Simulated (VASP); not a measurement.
Wanted: the native input for a VASP 6.6.1 run.

| Quantity | Value |
| --- | --- |
| Task | relaxation of volume and atoms at fixed shape |
| Functional | r2SCAN |
| Potentials or basis | VASP PAW PBE potentials, release 64 (Lu, Zn) |
| Cutoff | 600 eV |
| k mesh | 6 × 6 × 6 |
| Occupations | gaussian, width 0.1 eV |
| Spin | no spin polarisation |
| Dipole correction | no |
| Further INCAR settings | ALGO = Normal; EDIFF = 1e-06; IBRION = 2; EDIFFG = -0.01; NSW = 60; ISIF = 8 |

The system is LuZn.

```xyz
2
Lattice="3.4910 0.0000 0.0000 0.0000 3.4910 0.0000 0.0000 0.0000 3.4910" Properties=species:S:1:pos:R:3 pbc="T T T"
Lu    0.0000    0.0000    0.0000
Zn    1.7455    1.7455    1.7455
```

These files were run (other wordings do the same):

POSCAR

```
LuZn
1.0
    3.4910000000      0.0000000000      0.0000000000
    0.0000000000      3.4910000000      0.0000000000
    0.0000000000      0.0000000000      3.4910000000
Lu Zn
1 1
Direct
    0.0000000000      0.0000000000      0.0000000000
    0.5000000000      0.5000000000      0.5000000000
```

INCAR.step1

```
SYSTEM = LuZn
  ALGO = Normal
  EDIFF = 1E-4
  ENCUT = 600
  GGA = PE
  ISMEAR = 0
  LASPH = .TRUE.
  LCHARG = .FALSE.
  LREAL = .FALSE.
  LWAVE = .TRUE.
  NELM = 100
  PREC = Accurate
  SIGMA = 0.1
```

INCAR.step2

```
SYSTEM = LuZn
  ALGO = Normal
  EDIFF = 1E-6
  EDIFFG = -0.01
  ENCUT = 600
  IBRION = 2
  ISIF = 8
  ISMEAR = 0
  ISTART = 1
  LASPH = .TRUE.
  LCHARG = .FALSE.
  LMIXTAU = .TRUE.
  LREAL = .FALSE.
  LWAVE = .FALSE.
  METAGGA = R2SCAN
  NELM = 100
  NSW = 60
  PREC = Accurate
  SIGMA = 0.1
```

KPOINTS

```
k-points
0
G
  6 6 6
  0 0 0
```

Potentials or basis: VASP PAW PBE potentials, release 64 (Lu, Zn).

Launch:

```bash
$ cat potpaw_PBE.64/Lu/POTCAR potpaw_PBE.64/Zn/POTCAR > POTCAR
$ cp INCAR.step1 INCAR
$ mpirun -np 1 vasp_std > vasp.out
$ cp INCAR.step2 INCAR
$ mpirun -np 1 vasp_std > vasp.out
```

It gave:

```json
{"Relaxed volume": "20.90 Å³/atom", "Relaxed cell": "a = 3.471 Å, b = 3.471 Å, c = 3.471 Å, α = 90.00°, β = 90.00°, γ = 90.00°", "Space group after relaxing (to 0.05 Å)": "Pm-3m (No. 221)", "Energy gained by relaxing": "1.3 meV/atom", "Ionic steps": "4", "Pressure after relaxing": "-0.1 GPa"}
```

Caveat: the PAW data sets were made with another functional, which shifts forces and pressure a little.

Run time: 4.7 min on 1 thread of AMD EPYC 7R13 Processor (Zen 3), with other jobs on the host, peak memory 0.17 GiB.
